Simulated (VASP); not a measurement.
# Zr3Al2N5 (Immm) in VASP: single point with PBE

Aim: the single point of Zr3Al2N5 with PBE.

All numbers are computed with VASP 6.6.1; they aren't measurements. Logs are shortened: lines on timing, memory, paths and dates and some standing lists are left out, and cuts for length are marked.

## Step 1: The cell of the first run

The structure is orthorhombic, space group Immm (No. 71). Conventional cell: a = 3.354 Å, b = 4.743 Å, c = 16.770 Å, α = 90.00°, β = 90.00°, γ = 90.00°. Zr (site symmetry mm2) has 6 N at 2.37 Å within 3.1 Å. Within 3.1 Å of Zr (site symmetry mmm) lie 6 N at 2.37 Å. Within 3.1 Å of Al (site symmetry mm2) lie 6 N at 2.37 Å. N (site symmetry mm2) has 4 Zr at 2.37 Å and 2 Al at 2.37 Å within 3.1 Å. N (site symmetry mmm) has 6 Zr at 2.37 Å within 3.1 Å. N (site symmetry mm2) has 4 Al at 2.37 Å and 2 Zr at 2.37 Å within 3.1 Å.

## Step 2: Single point, PBE

File INCAR:

```
  ALGO = Normal
  EDIFF = 1E-6
  ENCUT = 520
  GGA = PE
  ISIF = 2
  ISMEAR = 0
  LASPH = T
  LCHARG = F
  LREAL = F
  LWAVE = F
  NBANDS = 44
  NELM = 100
  PREC = Accurate
  SIGMA = 0.1
```

File KPOINTS:

```
k-points
0
Gamma
  6 6 6
```

File POSCAR:

```
Zr3Al2N5
1.0
   -1.6770281800      2.3716759900      8.3851408800
    1.6770281800     -2.3716759900      8.3851408800
    1.6770281800      2.3716759900     -8.3851408800
Zr Al N
3 2 5
Direct
    0.4000000000      0.4000000000      0.0000000000
    0.0000000000      0.0000000000      0.0000000000
    0.6000000000      0.6000000000      0.0000000000
    0.2000000000      0.2000000000      0.0000000000
    0.8000000000      0.8000000000      0.0000000000
    0.9000000000      0.4000000000      0.5000000000
    0.5000000000      0.0000000000      0.5000000000
    0.1000000000      0.6000000000      0.5000000000
    0.7000000000      0.2000000000      0.5000000000
    0.3000000000      0.8000000000      0.5000000000
```

Potentials or basis: VASP PAW PBE potentials, release 64 (Zr_sv, Al, N).

Run with:

```
$ cat potpaw_PBE.64/Zr_sv/POTCAR potpaw_PBE.64/Al/POTCAR potpaw_PBE.64/N/POTCAR > POTCAR
$ mpirun -np 1 vasp_std > vasp.out
```

OUTCAR:

```text
EDIFF = 1E-6
   ENCUT = 520
   GGA = PE
   ISIF = 2
   ISMEAR = 0
   LASPH = T
   LREAL = F
   NELM = 100
   PREC = Accurate

 ion  position               nearest neighbor table
   1  0.400  0.400  0.000-   6 2.37   6 2.37  10 2.37   7 2.37  10 2.37   7 2.37   4 3.35   3 3.35
                             5 3.35   2 3.35   5 3.35   2 3.35   2 3.35   2 3.35   5 3.35   5 3.35
   2  0.000  0.000  0.000-   7 2.37   7 2.37   6 2.37   8 2.37   6 2.37   8 2.37   5 3.35   4 3.35
                             1 3.35   3 3.35   1 3.35   3 3.35   3 3.35   3 3.35   1 3.35   1 3.35
   3  0.600  0.600  0.000-   8 2.37   8 2.37   7 2.37   9 2.37   7 2.37   9 2.37   5 3.35   1 3.35
                             2 3.35   4 3.35   2 3.35   4 3.35   4 3.35   4 3.35   2 3.35   2 3.35
   4  0.200  0.200  0.000-   9 2.37   9 2.37  10 2.37  10 2.37   8 2.37   8 2.37   1 3.35   2 3.35
                             5 3.35   5 3.35   5 3.35   5 3.35   3 3.35   3 3.35   3 3.35   3 3.35
   5  0.800  0.800  0.000-  10 2.37  10 2.37   9 2.37   9 2.37   6 2.37   6 2.37   3 3.35   2 3.35
                             4 3.35   4 3.35   4 3.35   4 3.35   1 3.35   1 3.35   1 3.35   1 3.35
   6  0.900  0.400  0.500-   1 2.37   1 2.37   5 2.37   2 2.37   5 2.37   2 2.37
   7  0.500  0.000  0.500-   2 2.37   2 2.37   1 2.37   3 2.37   1 2.37   3 2.37
   8  0.100  0.600  0.500-   3 2.37   3 2.37   2 2.37   4 2.37   2 2.37   4 2.37
   9  0.700  0.200  0.500-   4 2.37   4 2.37   5 2.37   5 2.37   3 2.37   3 2.37
  10  0.300  0.800  0.500-   5 2.37   5 2.37   4 2.37   4 2.37   1 2.37   1 2.37

  LATTYP: Found a body centered orthorhombic cell.
 ALAT       =     3.3540563600
 B/A-ratio  =     1.4142135584
 C/A-ratio  =     4.9999999881

  Lattice vectors:

 A1 = (  -1.6770281800,   2.3716759900,   8.3851408800)
 A2 = (   1.6770281800,  -2.3716759900,   8.3851408800)
 A3 = (   1.6770281800,   2.3716759900,  -8.3851408800)

Analysis of symmetry for initial positions (statically):
=====================================================================
 Subroutine PRICEL returns:
 Original cell was already a primitive cell.

 Routine SETGRP: Setting up the symmetry group for a
 body centered orthorhombic supercell.

 Subroutine GETGRP returns: Found  8 space group operations
 (whereof  8 operations were pure point group operations)
 out of a pool of  8 trial point group operations.

The static configuration has the point symmetry D_2h.

Analysis of symmetry for dynamics (positions and initial velocities):
=====================================================================
 Subroutine PRICEL returns:
 Original cell was already a primitive cell.

 Routine SETGRP: Setting up the symmetry group for a
 body centered orthorhombic supercell.

 Subroutine GETGRP returns: Found  8 space group operations
 (whereof  8 operations were pure point group operations)
 out of a pool of  8 trial point group operations.

The dynamic configuration has the point symmetry D_2h.

 Subroutine INISYM returns: Found  8 space group operations
 (whereof  8 operations are pure point group operations),
 and found     1 'primitive' translations

----------------------------------------------------------------------------------------

                                     Primitive cell

  volume of cell :     133.4031

  direct lattice vectors                    reciprocal lattice vectors
    -1.677028180  2.371675990  8.385140880     0.000000000  0.210821378  0.059629290
     1.677028180 -2.371675990  8.385140880     0.298146451  0.000000000  0.059629290
     1.677028180  2.371675990 -8.385140880     0.298146451  0.210821378  0.000000000

  length of vectors
     8.873998991  8.873998991  8.873998991     0.219092003  0.304050914  0.365153337

  position of ions in fractional coordinates (direct lattice)
     0.400000000  0.400000000  0.000000000
     0.000000000  0.000000000  0.000000000
     0.600000000  0.600000000  0.000000000
     0.200000000  0.200000000  0.000000000
     0.800000000  0.800000000  0.000000000
     0.900000000  0.400000000  0.500000000
     0.500000000  0.000000000  0.500000000
     0.100000000  0.600000000  0.500000000
     0.700000000  0.200000000  0.500000000
     0.300000000  0.800000000  0.500000000

  ion indices of the primitive-cell ions
   primitive index   ion index
                 1           1
                 2           2
                 3           3
                 4           4
                 5           5
                 6           6
                 7           7
                 8           8
                 9           9
                10          10

----------------------------------------------------------------------------------------

 KPOINTS: k-points

Automatic generation of k-mesh.
 Grid dimensions read from file:
 generate k-points for:    6    6    6

 Generating k-lattice:

  Cartesian coordinates                     Fractional coordinates (reciprocal lattice)
     0.000000000  0.035136896  0.009938215     0.166666667  0.000000000  0.000000000
     0.049691075  0.000000000  0.009938215     0.000000000  0.166666667 -0.000000000
     0.049691075  0.035136896  0.000000000     0.000000000 -0.000000000  0.166666667

  Length of vectors
     0.036515334  0.050675152  0.060858890

  Shift w.r.t. Gamma in fractional coordinates (k-lattice)
     0.000000000  0.000000000  0.000000000

 Subroutine IBZKPT returns following result:
 ===========================================

 Found     46 irreducible k-points:

 Following reciprocal coordinates:
            Coordinates               Weight
  0.000000  0.000000  0.000000      1.000000
  0.166667  0.000000  0.000000      4.000000
  0.333333  0.000000  0.000000      4.000000
  0.500000  0.000000 -0.000000      2.000000
  0.000000  0.166667 -0.000000      4.000000
  0.166667  0.166667  0.000000      8.000000
[... 16 lines left out ...]
 -0.166667  0.166667  0.166667      2.000000
  0.166667  0.333333  0.166667      4.000000
 [... further k-points ...]
   k-points           NKPTS =     46   k-points in BZ     NKDIM =     46   number of bands    NBANDS=     44
   number of dos      NEDOS =    301   number of ions     NIONS =     10
   total plane-waves  NPLWV = 343000
   dimension x,y,z NGX =    70 NGY =   70 NGZ =   70
   dimension x,y,z NGXF=   140 NGYF=  140 NGZF=  140
   ions per type =               3   2   5
   NGX,Y,Z   is equivalent  to a cutoff of  13.11, 13.11, 13.11 a.u.
   NGXF,Y,Z  is equivalent  to a cutoff of  26.23, 26.23, 26.23 a.u.
 SYSTEM =  unknown system
   PREC   = accura    normal or accurate (medium, high low for compatibility)
   ISTART =      0    job   : 0-new  1-cont  2-samecut
   ICHARG =      2    charge: 1-file 2-atom 10-const
   ISPIN  =      1    spin polarized calculation?
   LNONCOLLINEAR =      F non collinear calculations
   LSORBIT =      F    spin-orbit coupling
   LASPH  =      T    aspherical Exc in radial PAW
   ENCUT  =  520.0 eV  38.22 Ry    6.18 a.u.  16.50 16.50 16.50*2*pi/ulx,y,z
   NELM   =    100;   NELMIN=  2; NELMDL= -5     # of ELM steps
   EDIFF  = 0.1E-05   stopping-criterion for ELM
   LREAL  =      F    real-space projection
   EDIFFG = 0.1E-04   stopping-criterion for IOM
   NSW    =      0    number of steps for IOM
   IBRION =     -1    ionic relax: 0-MD 1-quasi-New 2-CG
   NFREE  =      0    steps in history (QN), initial steepest desc. (CG)
   ISIF   =      2    stress and relaxation
   ISYM   =      2    0-nonsym 1-usesym 2-fastsym
   POTIM  = 0.5000    time-step for ionic-motion
   TEBEG  =    0.0;   TEEND  =   0.0 temperature during run
   PSTRESS=    0.0 pullay stress
   NELECT =      67.0000    total number of electrons
   NUPDOWN=      -1.0000    fix difference up-down
   EMIN   =  10.00;   EMAX   =-10.00  energy-range for DOS
   EFERMI =   0.00;   METHOD = LEGACY
   ISMEAR =     0;   SIGMA  =   0.10  broadening in eV -4-tet -1-fermi 0-gaus
   EFERMI_NEDOS =   21; number of points for ismear=-14 and -15
   IALGO  =     38    algorithm
   IMIX   =      4    mixing-type and parameters
     AMIX     =   0.40;   BMIX     =  1.00
     AMIX_MAG =   1.60;   BMIX_MAG =  1.00
  volume/ion in A,a.u.               =      13.34        90.02
  Fermi-wavevector in a.u.,A,eV,Ry     =   1.301301  2.459102 23.039890  1.693384
  Thomas-Fermi vector in A             =   2.432444
   LORBIT       =      0    0 simple, 1 ext, 2 COOP (PROOUT), +10 PAW based schemes
   GGA     = PE    functional components
   LHFCALC =     F    Hartree Fock is set to
   AEXX    =    0.0000 exact exchange contribution
   IVDW    =     0    specifies the selected vdW correction
   LEPSILON=     F    determine dielectric tensor
   LRPA    =     F    only Hartree local field effects (RPA)
 non-spin polarized calculation
 Gauss-broadening in eV      SIGMA  =   0.10
  energy-cutoff  :      520.00
  volume of cell :      133.40
 maximum number of plane-waves:      3610
 NGX is ok and might be reduce to    70
   NGX = 33   NGY = 33   NGZ = 33

 number of electron      66.9999997 magnetization

 Free energy of the ion-electron system (eV)
  ---------------------------------------------------
  ext. energy  EPLUGINS =         0.00000000
  ---------------------------------------------------
  free energy    TOTEN  =       -85.14058004 eV

  energy without entropy =      -85.11636130  energy(sigma->0) =      -85.12847067

 E-fermi :   9.2144     XC(G=0): -11.2847

 val. band max:        9.2115641911   @ k =  -0.3333   0.3333  -0.0000
 cond. band min:       9.2176827137   @ k =   0.3333  -0.1667   0.1667
 fundamental gap:      0.0061185225
 Fermi energy:         9.2144472804

 k-point     1 :       0.0000    0.0000    0.0000
  band No.  band energies     occupation
      1     -40.7213      2.00000
      2     -40.6876      2.00000
      3     -40.6141      2.00000
      4     -18.9515      2.00000
      5     -18.9004      2.00000
      6     -18.8239      2.00000
[... 36 lines left out ...]
     43      12.0864      0.00000
     44      12.1675      0.00000
[... 1040 lines left out ...]
      4     -19.0872      2.00000
      5     -19.0649      2.00000
      6     -18.9282      2.00000
[... 36 lines left out ...]
     43      12.5337      0.00000
     44      12.7689      0.00000

 [... further k-points ...]

------------------------ aborting loop because EDIFF is reached ----------------------------------------

  FORCE on cell =-STRESS in cart. coord.  units (eV):
  Direction    XX          YY          ZZ          XY          YZ          ZX
  --------------------------------------------------------------------------------------
  -------------------------------------------------------------------------------------
  Total      -23.7396416    -23.8892746    -22.0321064      0.0000000      0.0000000      0.0000000
  in kB     -285.1140821   -286.9111806   -264.6065134      0.0000000      0.0000000      0.0000000
  external PRESSURE =    -278.8772587 kB  Pullay stress =       0.0000000 kB

 VOLUME and BASIS-vectors are now :
 -----------------------------------------------------------------------------
  energy-cutoff  :      520.00
  volume of cell :      133.40
      direct lattice vectors                 reciprocal lattice vectors
    -1.677028180  2.371675990  8.385140880     0.000000000  0.210821378  0.059629290
     1.677028180 -2.371675990  8.385140880     0.298146451  0.000000000  0.059629290
     1.677028180  2.371675990 -8.385140880     0.298146451  0.210821378  0.000000000

 POSITION                                       TOTAL-FORCE (eV/Angst)
 -----------------------------------------------------------------------------------
      0.00000      0.00000      6.70811        -0.000000     -0.000000      1.370855
      0.00000      0.00000      0.00000         0.000000     -0.000000     -0.000000
      0.00000      0.00000     10.06217        -0.000000      0.000000     -1.370855
      0.00000      0.00000      3.35406         0.000000     -0.000000      0.333993
      0.00000      0.00000     13.41623        -0.000000      0.000000     -0.333993
      0.00000      2.37168      6.70811        -0.000000      0.000000     -1.336055
      0.00000      2.37168      0.00000         0.000000     -0.000000     -0.000000
      1.67703      0.00000      1.67703         0.000000     -0.000000      1.336055
      0.00000      2.37168      3.35406         0.000000      0.000000      1.186581
      1.67703      0.00000      5.03108         0.000000     -0.000000     -1.186581
 -----------------------------------------------------------------------------------
    total drift:                                0.000000      0.000000     -0.000000

  FREE ENERGIE OF THE ION-ELECTRON SYSTEM (eV)
  ---------------------------------------------------
  free  energy   TOTEN  =       -85.1405800369 eV

  energy  without entropy=      -85.1163613034  energy(sigma->0) =      -85.12847067
```

Run time: 46 min. Hardware: 1 thread of Intel Xeon 8259CL, shared host; peak memory 0.8 GiB.

Results:

```
Free energy            : -85.1406 eV
Pressure               : -27.9 GPa
Largest force          : 1.371 eV/Å
Band gap on the k mesh : zero (an odd number of electrons rules out a gap without spin polarisation)
```

Forces on the atoms (eV/Å):
```
Zr   0.000  0.000  1.371
Zr   0.000  0.000  0.000
Zr   0.000  0.000 -1.371
Al   0.000  0.000  0.334
Al   0.000  0.000 -0.334
N    0.000  0.000 -1.336
N    0.000  0.000  0.000
N    0.000  0.000  1.336
N    0.000  0.000  1.187
N    0.000  0.000 -1.187
```

Stress tensor (GPa, compression positive):
```
-28.51   0.00   0.00
  0.00 -28.69   0.00
  0.00   0.00 -26.46
```

Caveat: the cell stands under tension; forces of over 1 eV/Å act on the atoms, so gaps and moduli don't describe the material at rest.
